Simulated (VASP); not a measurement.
Wanted: the native input for a VASP 6.6.1 run.

| Item | Value |
| --- | --- |
| Task | single point |
| Functional | PBE |
| Potentials or basis | VASP PAW PBE potentials, release 64 (Al) |
| Cutoff | 520 eV |
| k mesh | 10 × 10 × 10 |
| Occupations | fermi-dirac, width 0.1 eV |
| Spin | no spin polarisation |
| Dipole correction | no |
| Further INCAR settings | ALGO = Normal; EDIFF = 1e-06; NBANDS = 8 |

The structure of Al lies in POSCAR:

```
Al
1.0
    0.0000000000      2.0315319763      2.0315319763
    2.0315319763      0.0000000000      2.0315319763
    2.0315319763      2.0315319763      0.0000000000
Al
1
Direct
    0.0000000000      0.0000000000      0.0000000000
```

One way to write it, as run:

INCAR

```
SYSTEM = Al
PREC     = Accurate       ! precision mode
ENCUT    = 520            ! plane-wave cutoff, eV
EDIFF    = 1E-6           ! SCF threshold, eV
ISMEAR   = -1             ! smearing method
SIGMA    = 0.1            ! smearing width, eV
LREAL    = .False.        ! projectors in reciprocal space
LASPH    = .True.         ! aspherical terms in the spheres
NELM     = 100            ! most SCF steps
ALGO     = Normal         ! electronic algorithm
ISIF     = 2              ! what is computed and relaxed
LWAVE    = .False.        ! write WAVECAR
LCHARG   = .True.         ! write CHGCAR
GGA      = PE             ! functional
LELF     = .True.         ! ELF
LVHAR    = .True.       
NBANDS   = 8              ! bands
```

KPOINTS

```
Automatic mesh
0
Gamma
  10 10 10
  0 0 0
```

Potentials or basis: VASP PAW PBE potentials, release 64 (Al).

Run with:

```bash
$ cat potpaw_PBE.64/Al/POTCAR > POTCAR
$ mpirun -np 1 vasp_std > vasp.out
```

It gave:

| Item | Value |
| --- | --- |
| Pressure | -1.2 GPa |

Run time: 2.9 s on 1 thread of Intel(R) Xeon(R) Platinum 8559C (Emerald Rapids), on a shared host, peak memory 0.12 GiB.
